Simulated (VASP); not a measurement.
# In (P6_3/mmc) in VASP: further runs

The runs below take In through single point, with PBEsol.

Program: VASP 6.6.1. These are calculated values, not measurements. Logs are shortened: lines on timing, memory, paths and dates and some standing lists are left out, and cuts for length are marked.

### Step 1. The cell of the first run

Symmetry: P6_3/mmc, No. 194, hexagonal system. Conventional cell: a = 3.150 Å, b = 3.150 Å, c = 5.120 Å, α = 90.00°, β = 90.00°, γ = 120.00°. In (site symmetry -6m2) has 12 In at 3.14 to 3.15 Å within 4.1 Å.

### Step 2. Single point, PBEsol

Input file INCAR:

```
SYSTEM = In
ALGO = Normal ; EDIFF = 1E-6
ENCUT = 520 ; GGA = PS
ISIF = 2 ; ISMEAR = -1
LASPH = .True. ; LCHARG = .False.
LREAL = .False. ; LWAVE = .False.
NBANDS = 20 ; NELM = 60
PREC = Accurate ; SIGMA = 0.05
```

Input file KPOINTS:

```
k-points
0
Gamma
  9 9 5
  0 0 0
```

Input file POSCAR:

```
In
1.0
    3.1500224712      0.0000000000      0.0000000000
   -1.5750112356      2.7279994826      0.0000000000
    0.0000000000      0.0000000000      5.1199248789
In
2
Direct
    0.6666666667      0.3333333333      0.7500000000
    0.3333333333      0.6666666667      0.2500000000
```

Potentials or basis: VASP PAW PBE potentials, release 64 (In_d).

The run is started by

```bash
cat potpaw_PBE.64/In_d/POTCAR > POTCAR
mpirun -np 1 vasp_std > vasp.out
```

OUTCAR:

```text
SYSTEM = In
   EDIFF = 1E-6
   ENCUT = 520
   GGA = PS
   ISIF = 2
   ISMEAR = -1
   LASPH = .True.
   LREAL = .False.
   NELM = 60
   PREC = Accurate

 ion  position               nearest neighbor table
   1  0.667  0.333  0.750-   2 3.14   2 3.14   2 3.14   2 3.14   2 3.14   2 3.14
   2  0.333  0.667  0.250-   1 3.14   1 3.14   1 3.14   1 3.14   1 3.14   1 3.14

  LATTYP: Found a hexagonal cell.
 ALAT       =     3.1500224712
 C/A-ratio  =     1.6253613826

  Lattice vectors:

 A1 = (   3.1500224712,   0.0000000000,   0.0000000000)
 A2 = (  -1.5750112356,   2.7279994826,   0.0000000000)
 A3 = (   0.0000000000,   0.0000000000,   5.1199248789)

Analysis of symmetry for initial positions (statically):
=====================================================================
 Subroutine PRICEL returns:
 Original cell was already a primitive cell.

 Routine SETGRP: Setting up the symmetry group for a
 hexagonal supercell.

 Subroutine GETGRP returns: Found 24 space group operations
 (whereof 12 operations were pure point group operations)
 out of a pool of 24 trial point group operations.

The static configuration has the point symmetry D_3d.
 The point group associated with its full space group is D_6h.

Analysis of symmetry for dynamics (positions and initial velocities):
=====================================================================
 Subroutine PRICEL returns:
 Original cell was already a primitive cell.

 Routine SETGRP: Setting up the symmetry group for a
 hexagonal supercell.

 Subroutine GETGRP returns: Found 24 space group operations
 (whereof 12 operations were pure point group operations)
 out of a pool of 24 trial point group operations.

The dynamic configuration has the point symmetry D_3d.
 The point group associated with its full space group is D_6h.

 Subroutine INISYM returns: Found 24 space group operations
 (whereof 12 operations are pure point group operations),
 and found     1 'primitive' translations

----------------------------------------------------------------------------------------

                                     Primitive cell

  volume of cell :      43.9968

  direct lattice vectors                    reciprocal lattice vectors
     3.150022471  0.000000000  0.000000000     0.317458053  0.183284492  0.000000000
    -1.575011236  2.727999483  0.000000000     0.000000000  0.366568984  0.000000000
     0.000000000  0.000000000  5.119924879     0.000000000  0.000000000  0.195315366

  length of vectors
     3.150022471  3.150022471  5.119924879     0.366568984  0.366568984  0.195315366

  position of ions in fractional coordinates (direct lattice)
     0.666666667  0.333333333  0.750000000
     0.333333333  0.666666667  0.250000000

  ion indices of the primitive-cell ions
   primitive index   ion index
                 1           1
                 2           2

----------------------------------------------------------------------------------------

 KPOINTS: k-points

Automatic generation of k-mesh.
 Grid dimensions read from file:
 generate k-points for:    9    9    5

 Generating k-lattice:

  Cartesian coordinates                     Fractional coordinates (reciprocal lattice)
     0.035273117  0.020364944  0.000000000     0.111111111  0.000000000  0.000000000
     0.000000000  0.040729887  0.000000000     0.000000000  0.111111111  0.000000000
     0.000000000  0.000000000  0.039063073     0.000000000  0.000000000  0.200000000

  Length of vectors
     0.040729887  0.040729887  0.039063073

  Shift w.r.t. Gamma in fractional coordinates (k-lattice)
     0.000000000  0.000000000  0.000000000

 Subroutine IBZKPT returns following result:
 ===========================================

 Found     36 irreducible k-points:

 Following reciprocal coordinates:
            Coordinates               Weight
  0.000000  0.000000  0.000000      1.000000
  0.111111  0.000000  0.000000      6.000000
  0.222222  0.000000  0.000000      6.000000
  0.333333 -0.000000  0.000000      6.000000
  0.444444  0.000000  0.000000      6.000000
  0.111111  0.111111  0.000000      6.000000
[... 16 lines left out ...]
  0.333333  0.222222  0.200000     24.000000
  0.333333  0.333333  0.200000      4.000000
 [... further k-points ...]
   k-points           NKPTS =     36   k-points in BZ     NKDIM =     36   number of bands    NBANDS=     20
   number of dos      NEDOS =    301   number of ions     NIONS =      2
   total plane-waves  NPLWV =  23040
   dimension x,y,z NGX =    24 NGY =   24 NGZ =   40
   dimension x,y,z NGXF=    48 NGYF=   48 NGZF=   80
   ions per type =               2
   NGX,Y,Z   is equivalent  to a cutoff of  12.67, 12.67, 12.99 a.u.
   NGXF,Y,Z  is equivalent  to a cutoff of  25.33, 25.33, 25.98 a.u.
 SYSTEM =  In
   PREC   = accura    normal or accurate (medium, high low for compatibility)
   ISTART =      0    job   : 0-new  1-cont  2-samecut
   ICHARG =      2    charge: 1-file 2-atom 10-const
   ISPIN  =      1    spin polarized calculation?
   LNONCOLLINEAR =      F non collinear calculations
   LSORBIT =      F    spin-orbit coupling
   LASPH  =      T    aspherical Exc in radial PAW
   ENCUT  =  520.0 eV  38.22 Ry    6.18 a.u.   5.86  5.86  9.52*2*pi/ulx,y,z
   NELM   =     60;   NELMIN=  2; NELMDL= -5     # of ELM steps
   EDIFF  = 0.1E-05   stopping-criterion for ELM
   LREAL  =      F    real-space projection
   EDIFFG = 0.1E-04   stopping-criterion for IOM
   NSW    =      0    number of steps for IOM
   IBRION =     -1    ionic relax: 0-MD 1-quasi-New 2-CG
   NFREE  =      0    steps in history (QN), initial steepest desc. (CG)
   ISIF   =      2    stress and relaxation
   ISYM   =      2    0-nonsym 1-usesym 2-fastsym
   POTIM  = 0.5000    time-step for ionic-motion
   TEBEG  =    0.0;   TEEND  =   0.0 temperature during run
   PSTRESS=    0.0 pullay stress
   NELECT =      26.0000    total number of electrons
   NUPDOWN=      -1.0000    fix difference up-down
   EMIN   =  10.00;   EMAX   =-10.00  energy-range for DOS
   EFERMI =   0.00;   METHOD = LEGACY
   ISMEAR =    -1;   SIGMA  =   0.05  broadening in eV -4-tet -1-fermi 0-gaus
   EFERMI_NEDOS =   21; number of points for ismear=-14 and -15
   IALGO  =     38    algorithm
   IMIX   =      4    mixing-type and parameters
     AMIX     =   0.40;   BMIX     =  1.00
     AMIX_MAG =   1.60;   BMIX_MAG =  1.00
  volume/ion in A,a.u.               =      22.00       148.45
  Fermi-wavevector in a.u.,A,eV,Ry     =   1.373806  2.596117 25.678863  1.887343
  Thomas-Fermi vector in A             =   2.499290
   LORBIT       =      0    0 simple, 1 ext, 2 COOP (PROOUT), +10 PAW based schemes
   GGA     = PS    functional components
   LHFCALC =     F    Hartree Fock is set to
   AEXX    =    0.0000 exact exchange contribution
   IVDW    =     0    specifies the selected vdW correction
   LEPSILON=     F    determine dielectric tensor
   LRPA    =     F    only Hartree local field effects (RPA)
 non-spin polarized calculation
  energy-cutoff  :      520.00
  volume of cell :       44.00
 maximum number of plane-waves:      1196
 NGX is ok and might be reduce to    24
   NGX = 11   NGY = 11   NGZ = 19

 number of electron      25.9999993 magnetization

 Free energy of the ion-electron system (eV)
  ---------------------------------------------------
  ext. energy  EPLUGINS =         0.00000000
  ---------------------------------------------------
  free energy    TOTEN  =        -5.74317150 eV

  energy without entropy =       -5.73857935  energy(sigma->0) =       -5.74087542

 E-fermi :   9.5280     XC(G=0): -11.2605

 val. band max:        9.4938741908   @ k =   0.3333   0.3333   0.4000
 cond. band min:       9.7129857289   @ k =   0.3333   0.1111   0.4000
 fundamental gap:      0.2191115381
 Fermi energy:         9.5280355753

 k-point     1 :       0.0000    0.0000    0.0000
  band No.  band energies     occupation
      1      -5.4497      2.00000
      2      -5.2836      2.00000
      3      -5.2508      2.00000
      4      -5.2508      2.00000
      5      -5.2002      2.00000
      6      -5.2002      2.00000
[... 12 lines left out ...]
     19      21.7005      0.00000
     20      21.7430      0.00000

 k-point     2 :       0.1111    0.0000    0.0000
  band No.  band energies     occupation
      1      -5.4244      2.00000
      2      -5.3091      2.00000
      3      -5.2164      2.00000
      4      -5.1972      2.00000
      5      -5.1904      2.00000
      6      -5.1500      2.00000
[... 12 lines left out ...]
     19      22.2120      0.00000
     20      22.3683      0.00000

 k-point     3 :       0.2222    0.0000    0.0000
  band No.  band energies     occupation
      1      -5.4659      2.00000
      2      -5.2848      2.00000
      3      -5.2367      2.00000
      4      -5.2112      2.00000
      5      -5.1857      2.00000
      6      -5.0766      2.00000
[... 12 lines left out ...]
     19      21.3752      0.00000
     20      22.0384      0.00000

 k-point     4 :       0.3333   -0.0000    0.0000
  band No.  band energies     occupation
      1      -5.5555      2.00000
      2      -5.3623      2.00000
      3      -5.3239      2.00000
      4      -5.2400      2.00000
      5      -5.1240      2.00000
      6      -5.0355      2.00000
[... 12 lines left out ...]
     19      20.0206      0.00000
     20      20.9114      0.00000

 k-point     5 :       0.4444    0.0000    0.0000
  band No.  band energies     occupation
      1      -5.6147      2.00000
      2      -5.4486      2.00000
      3      -5.3628      2.00000
      4      -5.2730      2.00000
      5      -5.0796      2.00000
      6      -5.0632      2.00000
[... 12 lines left out ...]
     19      19.2603      0.00000
     20      20.3386      0.00000

 k-point     6 :       0.1111    0.1111    0.0000
  band No.  band energies     occupation
      1      -5.3957      2.00000
      2      -5.3493      2.00000
      3      -5.1952      2.00000
      4      -5.1880      2.00000
      5      -5.1824      2.00000
      6      -5.1560      2.00000
[... 12 lines left out ...]
     19      20.9483      0.00000
     20      21.0961      0.00000

 k-point     7 :       0.2222    0.1111    0.0000
  band No.  band energies     occupation
      1      -5.4575      2.00000
      2      -5.3140      2.00000
      3      -5.3136      2.00000
      4      -5.2294      2.00000
      5      -5.1670      2.00000
      6      -5.0436      2.00000
[... 12 lines left out ...]
     19      19.6078      0.00000
     20      20.6382      0.00000
[... 277 lines left out ...]
 k-point    20 :       0.3333    0.1111    0.2000
  band No.  band energies     occupation
      1      -5.5126      2.00000
      2      -5.4408      2.00000
      3      -5.3062      2.00000
      4      -5.2545      2.00000
      5      -5.1727      2.00000
      6      -5.0267      2.00000
[... 12 lines left out ...]
     19      20.2997      0.00000
     20      20.3767      0.00000

 k-point    21 :       0.4444    0.1111    0.2000
  band No.  band energies     occupation
      1      -5.5345      2.00000
      2      -5.4865      2.00000
      3      -5.3103      2.00000
      4      -5.2558      2.00000
      5      -5.2089      2.00000
      6      -4.9818      2.00000
[... 12 lines left out ...]
     19      20.0988      0.00000
     20      20.1318      0.00000

 k-point    22 :       0.2222    0.2222    0.2000
  band No.  band energies     occupation
      1      -5.4265      2.00000
      2      -5.3540      2.00000
      3      -5.3070      2.00000
      4      -5.2963      2.00000
      5      -5.1334      2.00000
      6      -5.0538      2.00000
[... 12 lines left out ...]
     19      19.0059      0.00000
     20      22.6419      0.00000

 k-point    23 :       0.3333    0.2222    0.2000
  band No.  band energies     occupation
      1      -5.4539      2.00000
      2      -5.3870      2.00000
      3      -5.3052      2.00000
      4      -5.2323      2.00000
      5      -5.1666      2.00000
      6      -5.0168      2.00000
[... 12 lines left out ...]
     19      18.1457      0.00000
     20      23.6887      0.00000

 k-point    24 :       0.3333    0.3333    0.2000
  band No.  band energies     occupation
      1      -5.4458      2.00000
      2      -5.3224      2.00000
      3      -5.3224      2.00000
      4      -5.1214      2.00000
      5      -5.1210      2.00000
      6      -5.1210      2.00000
[... 12 lines left out ...]
     19      16.7240      0.00000
     20      25.6620      0.00000

 [... further k-points ...]
[... 5 lines left out ...]
  --------------------------------------------------------------------------------------
  -------------------------------------------------------------------------------------
  Total        2.7333103      2.7333103      2.7323270      0.0000000     -0.0000000      0.0000000
  in kB       99.5354996     99.5354996     99.4996895      0.0000000     -0.0000000      0.0000000
  external PRESSURE =      99.5235629 kB  Pullay stress =       0.0000000 kB

 VOLUME and BASIS-vectors are now :
 -----------------------------------------------------------------------------
  energy-cutoff  :      520.00
  volume of cell :       44.00
      direct lattice vectors                 reciprocal lattice vectors
     3.150022471  0.000000000  0.000000000     0.317458053  0.183284492  0.000000000
    -1.575011236  2.727999483  0.000000000     0.000000000  0.366568984  0.000000000
     0.000000000  0.000000000  5.119924879     0.000000000  0.000000000  0.195315366

 POSITION                                       TOTAL-FORCE (eV/Angst)
 -----------------------------------------------------------------------------------
      1.57501      0.90933      3.83994        -0.000000     -0.000000      0.000000
     -0.00000      1.81867      1.27998         0.000000      0.000000      0.000000
 -----------------------------------------------------------------------------------
    total drift:                                0.000000     -0.000000      0.000000

  FREE ENERGIE OF THE ION-ELECTRON SYSTEM (eV)
  ---------------------------------------------------
  free  energy   TOTEN  =        -5.7431714957 eV

  energy  without entropy=       -5.7385793507  energy(sigma->0) =       -5.74087542
```

Run time: 8.9 s. Hardware: 1 thread of Intel Xeon 6975P-C (Granite Rapids), shared host; peak memory 0.16 GiB.

Results:

```yaml
Free_energy: -5.7432 eV
Pressure: 10.0 GPa
Band_gap_on_the_k_mesh: zero (band 13 reaches 12.28 eV, above the bottom of band 14 at 7.30 eV)
```

Caveat: the PAW data sets were made with another functional, which shifts forces and pressure a little; spin-orbit coupling is left out, which moves the levels of the heavy elements.

(Part 1 of 2 ends here.)
